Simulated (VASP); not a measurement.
Crystal: BaTe (rocksalt type).

```xyz
2
Lattice="0.0000 3.2195 3.2195 3.2195 0.0000 3.2195 3.2195 3.2195 0.0000" Properties=species:S:1:pos:R:3 pbc="T T T"
Ba    0.0000    0.0000    0.0000
Te    3.2195    3.2195    3.2195
```

| Quantity | Value |
| --- | --- |
| Program | VASP 6.6.1 |
| Task | relaxation of cell and atoms |
| Functional | PBE |
| Potentials or basis | VASP PAW PBE potentials, release 64 (Ba_sv, Te) |
| Cutoff | 600 eV |
| k mesh | 9 × 9 × 9 |
| Occupations | fermi-dirac, width 0.03 eV |
| Spin | no spin polarisation |

At the start: pressure 15.3 GPa; volume 33.37 Å³/atom.

Problem. Where does the relaxation end?

Solution. Over 5 steps the energy falls by 413.1 meV/atom and the volume is 44.52 Å³/atom (+33.4 %); space group Fm-3m (No. 225, to 0.05 Å).

Step by step:
| step | energy change (eV) | largest force (eV/Å) | pressure (GPa) | volume (Å³) |
| --- | --- | --- | --- | --- |
| 1 | 0.0000 | 0.0000 | 15.34 | 66.74 |
| 2 | -0.6847 | 0.0000 | -2.93 | 102.61 |
| 3 | -0.8259 | 0.0000 | 0.13 | 88.65 |
| 4 | -0.8261 | 0.0000 | -0.03 | 89.16 |
| 5 | -0.8261 | 0.0000 | 0.01 | 89.05 |

Final structure:
```yaml
crystal:
  lattice:
    - [0.00000, 3.54427, 3.54427]
    - [3.54427, 0.00000, 3.54427]
    - [3.54427, 3.54427, 0.00000]
  atoms:
    - { symbol: Ba, position: [0.00000, 0.00000, 0.00000] }
    - { symbol: Te, position: [0.50000, 0.50000, 0.50000] }
```

Caveat: the volume moved by over 15 % at a fixed basis, so the end points are rough.
